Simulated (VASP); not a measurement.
# Cu3O2 (R-3m) in VASP: density of states with PBE

Aim: the density of states of Cu3O2 with PBE.

Program: VASP 6.6.1. These are calculated values, not measurements. Logs are shortened: lines on timing, memory, paths and dates and some standing lists are left out, and cuts for length are marked.

### 1 The cell of the first run

The structure is trigonal, space group R-3m (No. 166). Conventional cell: a = 5.926 Å, b = 5.926 Å, c = 6.587 Å, α = 90.00°, β = 90.00°, γ = 120.00°. Within 2.4 Å of Cu (site symmetry 2/m) lie 2 O at 1.82 Å. Within 2.4 Å of O (site symmetry 3m) lie 3 Cu at 1.82 Å.

### 2 Density of states, PBE

POSCAR reads:

```
Cu3O2
1.0
    2.9630035274      1.7106908842      2.1957922000
   -2.9630035274      1.7106908842      2.1957922000
    0.0000000000     -3.4213817683      2.1957922000
Cu O
3 2
Direct
    0.5000000000      0.0000000000      0.0000000000
    0.0000000000      0.5000000000      0.0000000000
    0.0000000000      0.0000000000      0.5000000000
    0.2629700000      0.2629700000      0.2629700000
    0.7370300000      0.7370300000      0.7370300000
```

INCAR.step1 reads:

```
PREC = Accurate
ENCUT = 520
EDIFF = 1E-6
ISMEAR = 0
SIGMA = 0.1
LREAL = False
LASPH = True
NELM = 100
ALGO = Normal
ISIF = 2
LWAVE = False
LCHARG = True
LMAXMIX = 4
GGA = PE
NBANDS = 30
```

KPOINTS.step1 reads:

```
Automatic mesh
0
Gamma
  12 12 12
```

INCAR.step2 reads:

```
PREC = Accurate
ENCUT = 520
EDIFF = 1E-6
ISMEAR = -5
SIGMA = 0.1
LREAL = False
LASPH = True
NELM = 100
ALGO = Normal
ISIF = 2
LWAVE = False
LCHARG = False
LMAXMIX = 4
GGA = PE
LORBIT = 11
NBANDS = 30
NEDOS = 2001
ICHARG = 11
```

KPOINTS.step2 reads:

```
Automatic mesh
0
Gamma
  18 18 18
```

Potentials or basis: VASP PAW PBE potentials, release 64 (Cu, O).

Started as:

```sh
> cat potpaw_PBE.64/Cu/POTCAR potpaw_PBE.64/O/POTCAR > POTCAR
> cp INCAR.step1 INCAR
> cp KPOINTS.step1 KPOINTS
> mpirun -np 1 vasp_std > vasp.out
> cp INCAR.step2 INCAR
> cp KPOINTS.step2 KPOINTS
> mpirun -np 1 vasp_std > vasp.out
```

OUTCAR:

```text
PREC = Accurate
   ENCUT = 520
   EDIFF = 1E-6
   ISMEAR = -5
   LREAL = False
   LASPH = True
   NELM = 100
   ISIF = 2
   GGA = PE
   LORBIT = 11
   ICHARG = 11

 ion  position               nearest neighbor table
   1  0.500  0.000  0.000-   4 1.82   5 1.82   3 2.78   3 2.78   2 2.78   2 2.78
   2  0.000  0.500  0.000-   4 1.82   5 1.82   3 2.78   3 2.78   1 2.78   1 2.78
   3  0.000  0.000  0.500-   4 1.82   5 1.82   1 2.78   2 2.78   2 2.78   1 2.78
   4  0.263  0.263  0.263-   1 1.82   2 1.82   3 1.82
   5  0.737  0.737  0.737-   1 1.82   2 1.82   3 1.82

  LATTYP: Found a trigonal (rhomboedric) cell.
 ALAT       =     4.0653851712
 COS(alpha) =    -0.0624070287

  Lattice vectors:

 A1 = (   2.9630035274,   1.7106908842,   2.1957922000)
 A2 = (  -2.9630035274,   1.7106908842,   2.1957922000)
 A3 = (   0.0000000000,  -3.4213817683,   2.1957922000)

Analysis of symmetry for initial positions (statically):
=====================================================================
 Subroutine PRICEL returns:
 Original cell was already a primitive cell.

 Routine SETGRP: Setting up the symmetry group for a
 trigonal (rhombohedral) supercell.

 Subroutine GETGRP returns: Found 12 space group operations
 (whereof 12 operations were pure point group operations)
 out of a pool of 12 trial point group operations.

The static configuration has the point symmetry D_3d.

Analysis of symmetry for dynamics (positions and initial velocities):
=====================================================================
 Subroutine PRICEL returns:
 Original cell was already a primitive cell.

 Routine SETGRP: Setting up the symmetry group for a
 trigonal (rhombohedral) supercell.

 Subroutine GETGRP returns: Found 12 space group operations
 (whereof 12 operations were pure point group operations)
 out of a pool of 12 trial point group operations.

The dynamic configuration has the point symmetry D_3d.

 Subroutine INISYM returns: Found 12 space group operations
 (whereof 12 operations are pure point group operations),
 and found     1 'primitive' translations

----------------------------------------------------------------------------------------

                                     Primitive cell

  volume of cell :      66.7800

  direct lattice vectors                    reciprocal lattice vectors
     2.963003527  1.710690884  2.195792200     0.168747690  0.097426524  0.151805500
    -2.963003527  1.710690884  2.195792200    -0.168747690  0.097426524  0.151805500
     0.000000000 -3.421381768  2.195792200     0.000000000 -0.194853048  0.151805500

  length of vectors
     4.065385171  4.065385171  4.065385171     0.247007328  0.247007328  0.247007328

  position of ions in fractional coordinates (direct lattice)
     0.500000000  0.000000000  1.000000000
     0.000000000  0.500000000  1.000000000
     0.000000000  0.000000000  0.500000000
     0.262970000  0.262970000  0.262970000
     0.737030000  0.737030000  0.737030000

  ion indices of the primitive-cell ions
   primitive index   ion index
                 1           1
                 2           2
                 3           3
                 4           4
                 5           5

----------------------------------------------------------------------------------------

 KPOINTS: Automatic mesh

Automatic generation of k-mesh.
 Grid dimensions read from file:
 generate k-points for:   18   18   18

 Generating k-lattice:

  Cartesian coordinates                     Fractional coordinates (reciprocal lattice)
     0.009374872  0.005412585  0.008433639     0.055555556  0.000000000  0.000000000
    -0.009374872  0.005412585  0.008433639     0.000000000  0.055555556  0.000000000
     0.000000000 -0.010825169  0.008433639     0.000000000  0.000000000  0.055555556

  Length of vectors
     0.013722629  0.013722629  0.013722629

  Shift w.r.t. Gamma in fractional coordinates (k-lattice)
     0.000000000  0.000000000  0.000000000

 TETIRR: Found   8688 inequivalent tetrahedra from    34992

 Subroutine IBZKPT returns following result:
 ===========================================

 Found    580 irreducible k-points:

 Following reciprocal coordinates:
            Coordinates               Weight
  0.000000  0.000000  0.000000      1.000000
  0.055556  0.000000  0.000000      6.000000
  0.111111  0.000000  0.000000      6.000000
  0.166667  0.000000  0.000000      6.000000
  0.222222  0.000000  0.000000      6.000000
  0.277778  0.000000  0.000000      6.000000
[... 16 lines left out ...]
 -0.277778  0.055556 -0.000000     12.000000
 -0.222222  0.055556  0.000000     12.000000
 [... further k-points ...]
   k-points           NKPTS =    580   k-points in BZ     NKDIM =    580   number of bands    NBANDS=     30
   number of dos      NEDOS =   2001   number of ions     NIONS =      5
   total plane-waves  NPLWV =  27000
   dimension x,y,z NGX =    30 NGY =   30 NGZ =   30
   dimension x,y,z NGXF=    60 NGYF=   60 NGZF=   60
   ions per type =               3   2
   NGX,Y,Z   is equivalent  to a cutoff of  12.27, 12.27, 12.27 a.u.
   NGXF,Y,Z  is equivalent  to a cutoff of  24.54, 24.54, 24.54 a.u.
 SYSTEM =  unknown system
   PREC   = accura    normal or accurate (medium, high low for compatibility)
   ISTART =      0    job   : 0-new  1-cont  2-samecut
   ICHARG =     11    charge: 1-file 2-atom 10-const
   ISPIN  =      1    spin polarized calculation?
   LNONCOLLINEAR =      F non collinear calculations
   LSORBIT =      F    spin-orbit coupling
   LASPH  =      T    aspherical Exc in radial PAW
   ENCUT  =  520.0 eV  38.22 Ry    6.18 a.u.   7.56  7.56  7.56*2*pi/ulx,y,z
   NELM   =    100;   NELMIN=  2; NELMDL=  0     # of ELM steps
   EDIFF  = 0.1E-05   stopping-criterion for ELM
   LREAL  =      F    real-space projection
   EDIFFG = 0.1E-04   stopping-criterion for IOM
   NSW    =      0    number of steps for IOM
   IBRION =     -1    ionic relax: 0-MD 1-quasi-New 2-CG
   NFREE  =      0    steps in history (QN), initial steepest desc. (CG)
   ISIF   =      2    stress and relaxation
   ISYM   =      2    0-nonsym 1-usesym 2-fastsym
   POTIM  = 0.5000    time-step for ionic-motion
   TEBEG  =    0.0;   TEEND  =   0.0 temperature during run
   PSTRESS=    0.0 pullay stress
   NELECT =      45.0000    total number of electrons
   NUPDOWN=      -1.0000    fix difference up-down
   EMIN   =  10.00;   EMAX   =-10.00  energy-range for DOS
   EFERMI =   0.00;   METHOD = LEGACY
   ISMEAR =    -5;   SIGMA  =   0.10  broadening in eV -4-tet -1-fermi 0-gaus
   EFERMI_NEDOS =   21; number of points for ismear=-14 and -15
   IALGO  =     38    algorithm
   IMIX   =      4    mixing-type and parameters
     AMIX     =   0.40;   BMIX     =  1.00
     AMIX_MAG =   1.60;   BMIX_MAG =  1.00
  volume/ion in A,a.u.               =      13.36        90.13
  Fermi-wavevector in a.u.,A,eV,Ry     =   1.435259  2.712246 28.027570  2.059968
  Thomas-Fermi vector in A             =   2.554577
   LORBIT       =     11    0 simple, 1 ext, 2 COOP (PROOUT), +10 PAW based schemes
   GGA     = PE    functional components
   LHFCALC =     F    Hartree Fock is set to
   AEXX    =    0.0000 exact exchange contribution
   IVDW    =     0    specifies the selected vdW correction
   LEPSILON=     F    determine dielectric tensor
   LRPA    =     F    only Hartree local field effects (RPA)
 non-spin polarized calculation
 Fermi weights with tetrahedron method with Bloechl corrections
  energy-cutoff  :      520.00
  volume of cell :       66.78
 maximum number of plane-waves:      1825

 number of electron      44.9999996 magnetization

 Free energy of the ion-electron system (eV)
  ---------------------------------------------------
  ext. energy  EPLUGINS =         0.00000000
  ---------------------------------------------------
  free energy    TOTEN  =       -23.08538919 eV

  energy without entropy =      -23.08538919  energy(sigma->0) =      -23.08538919

 E-fermi :   3.3016     XC(G=0): -10.5542

 val. band max:        3.3028327942   @ k =   0.4444   0.3333   0.2778
 cond. band min:       3.2930606941   @ k =  -0.1667   0.1111   0.0556
 fundamental gap:     -0.0097721001
 Fermi energy:         3.3016182757

 k-point     1 :       0.0000    0.0000    0.0000
  band No.  band energies     occupation
      1     -15.5278      2.00000
      2     -14.6702      2.00000
      3      -2.9762      2.00000
      4      -2.9762      2.00000
      5      -2.0207      2.00000
      6      -0.8770      2.00000
[... 22 lines left out ...]
     29      13.6006      0.00000
     30      14.8397      0.00000

 k-point     2 :       0.0556    0.0000    0.0000
  band No.  band energies     occupation
      1     -15.5213      2.00000
      2     -14.6762      2.00000
      3      -2.9662      2.00000
      4      -2.9657      2.00000
      5      -2.0098      2.00000
      6      -0.8780      2.00000
[... 22 lines left out ...]
     29      13.4865      0.00000
     30      14.7787      0.00000

 k-point     3 :       0.1111    0.0000    0.0000
  band No.  band energies     occupation
      1     -15.5020      2.00000
      2     -14.6937      2.00000
      3      -2.9365      2.00000
      4      -2.9343      2.00000
      5      -1.9777      2.00000
      6      -0.8876      2.00000
[... 682 lines left out ...]
     29      13.0453      0.00000
     30      14.5074      0.00000

 k-point    24 :      -0.2222    0.0556    0.0000
  band No.  band energies     occupation
      1     -15.4170      2.00000
      2     -14.7734      2.00000
      3      -2.8238      2.00000
      4      -2.7021      2.00000
      5      -1.8787      2.00000
      6      -1.1892      2.00000
[... 22 lines left out ...]
     29      13.0840      0.00000
     30      14.6932      0.00000

 [... further k-points ...]

------------------------ aborting loop because EDIFF is reached ----------------------------------------

  FORCE on cell =-STRESS in cart. coord.  units (eV):
  Direction    XX          YY          ZZ          XY          YZ          ZX
  --------------------------------------------------------------------------------------
  -------------------------------------------------------------------------------------
  Total        0.4412396      0.4412396      0.0745640      0.0000000      0.0000000      0.0000000
  in kB       10.5861702     10.5861702      1.7889314      0.0000000      0.0000000      0.0000000
  external PRESSURE =       7.6537573 kB  Pullay stress =       0.0000000 kB

 VOLUME and BASIS-vectors are now :
 -----------------------------------------------------------------------------
  energy-cutoff  :      520.00
  volume of cell :       66.78
      direct lattice vectors                 reciprocal lattice vectors
     2.963003527  1.710690884  2.195792200     0.168747690  0.097426524  0.151805500
    -2.963003527  1.710690884  2.195792200    -0.168747690  0.097426524  0.151805500
     0.000000000 -3.421381768  2.195792200     0.000000000 -0.194853048  0.151805500

 POSITION                                       TOTAL-FORCE (eV/Angst)
 -----------------------------------------------------------------------------------
      1.48150      0.85535      1.09790        -0.000000      0.000000     -0.000000
     -1.48150      0.85535      1.09790         0.000000      0.000000     -0.000000
      0.00000     -1.71069      1.09790         0.000000     -0.000000     -0.000000
      0.00000      0.00000      1.73228        -0.000000      0.000000      0.085583
      0.00000      0.00000      4.85509        -0.000000     -0.000000     -0.085583
 -----------------------------------------------------------------------------------
    total drift:                                0.000000     -0.000000      0.000000

  FREE ENERGIE OF THE ION-ELECTRON SYSTEM (eV)
  ---------------------------------------------------
  free  energy   TOTEN  =       -23.0853891866 eV

  energy  without entropy=      -23.0853891866  energy(sigma->0) =      -23.08538919

 total charge

# of ion       s       p       d       tot
------------------------------------------
    1        0.438   0.368   9.165   9.971
    2        0.438   0.368   9.165   9.971
    3        0.438   0.368   9.165   9.971
    4        1.563   3.416   0.000   4.978
    5        1.563   3.416   0.000   4.978
--------------------------------------------------
tot          4.439   7.935  27.495  39.869
```

It took 12 min on 1 thread of Intel Xeon 6975P-C, shared host; peak memory 0.91 GiB.

Results:

| Property | Result |
| --- | --- |
| Valence electrons inside the program's atomic spheres | Cu 9.97; O 4.98 |

Levels at points of the mesh, in eV from the Fermi level:
```tsv
k point	band 20	band 21	band 22	band 23	band 24	band 25	band 26	band 27
(0.00, 0.00, 0.00)	-1.32	-0.73	0.32	0.32	1.63	2.95	2.95	9.85
(0.50, 0.00, 0.00)	-1.31	-0.93	-0.47	0.19	3.44	3.55	4.91	6.98
(0.50, 0.50, 0.00)	-1.33	-1.01	-0.54	0.07	3.09	3.73	5.03	5.56
(0.50, 0.50, 0.50)	-1.39	-0.48	-0.48	0.07	3.90	4.80	4.80	5.85
```

Caveat: an odd number of electrons without spin polarisation forces a metal; a magnetic or distorted state may lie lower; tetrahedron occupations give inexact forces and stress in metals.
